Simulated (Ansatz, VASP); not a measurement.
## Two plane-wave programs on RbSi2

```xyz
3
Lattice="3.9760 0.0000 0.0000 -1.9880 3.4433 0.0000 0.0000 0.0000 6.0416" Properties=species:S:1:pos:R:3 pbc="T T T"
Rb    0.0000    0.0000    0.0000
Si    0.0000    2.2956    2.7140
Si    1.9880    1.1478    3.3276
```

Alike in both runs: functional PBE; k mesh 6 × 6 × 4; occupations gaussian, width 0.1 eV; no spin polarisation.

Ansatz relaxed the structure, and its values are those at the end. VASP's run is a single point on that final structure, the one shown.

|  | VASP | Ansatz |
| --- | --- | --- |
| version | VASP 6.6.1 | Ansatz 0.2.0 |
| potentials or method | VASP PAW PBE potentials, release 64 (Rb_sv, Si), cutoff 520 eV | scalar-relativistic, plane waves, PAW |
| valence electrons in the cell | 17 | 17 |

|  | VASP | Ansatz | Ansatz less VASP |
| --- | --- | --- | --- |
| gap on the k mesh at the Fermi level (eV) | none | none | - |
| pressure (GPa) | -0.1 | -0.1 | +0.01 |
| rms of the force components (eV/Å) | 0.008 | 0.005 | -0.0030 |

A gap of «none» marks a metal or a gap that the smearing closes.
